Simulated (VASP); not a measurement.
Wanted: the native input for a VASP 6.6.1 run.

| Property | Result |
| --- | --- |
| Task | single point |
| Functional | PBE |
| Potentials or basis | VASP PAW PBE potentials, release 64 (Al, B, N) |
| Cutoff | 520 eV |
| k mesh | 6 × 6 × 2 |
| Occupations | gaussian, width 0.1 eV |
| Spin | collinear spin, ferromagnetic start |
| Starting moments | [0.0, 0.0, 0.0, 1.0, 1.0, 1.0] μB |
| Dipole correction | no |
| Further INCAR settings | ALGO = Normal; EDIFF = 1e-07; NBANDS = 25 |

The structure of Al2BN3 lies in POSCAR:

```
Al2BN3
1.0
    2.6312322719      0.0000000000      0.0000000000
    0.0000000000      2.6312322719      0.0000000000
    0.0000000000      0.0000000000      9.8979754312
Al B N
2 1 3
Direct
    0.5000000000      0.0000000000      0.3917700135
    0.0000000000      0.5000000000      0.6082299865
    0.5000000000      0.5000000000      0.0000000000
    0.0000000000      0.0000000000      0.0000000000
    0.5000000000      0.0000000000      0.6145895634
    0.0000000000      0.5000000000      0.3854104366
```

The input as run:

INCAR

```
SYSTEM = Al2BN3
  ALGO = Normal
  EDIFF = 1E-7
  ENCUT = 520
  GGA = PE
  ISIF = 2
  ISMEAR = 0
  ISPIN = 2
  LASPH = .True.
  LCHARG = .False.
  LORBIT = 11
  LREAL = .False.
  LWAVE = .False.
  MAGMOM = 0 0 0 1 1 1
  NBANDS = 25
  NELM = 150
  PREC = Accurate
  SIGMA = 0.1
```

KPOINTS

```
k-points
0
Gamma
  6 6 2
  0 0 0
```

Potentials or basis: VASP PAW PBE potentials, release 64 (Al, B, N).

Run with:

```bash
$ cat potpaw_PBE.64/Al/POTCAR potpaw_PBE.64/B/POTCAR potpaw_PBE.64/N/POTCAR > POTCAR
$ mpirun -np 1 vasp_std > vasp.out
```

Results of the run:

| Quantity | Value |
| --- | --- |
| Pressure | 0.0 GPa |
| Largest force | 0.007 eV/Å |
| Band gap on the k mesh | zero (filled and empty bands overlap) |
| Net moment | 0.03 μB per cell |
| Site moments | Al +0.00; B +0.03; N -0.01, +0.00 μB |
| Valence electrons inside the program's atomic spheres | Al 0.81; B 1.37; N 3.55, 3.94 |

Caveat: the k points lie up to 0.40 Å⁻¹ apart.

It took 38 s on 1 thread of Intel(R) Xeon(R) 6975P-C (Granite Rapids), on a shared host, peak memory 0.22 GiB.
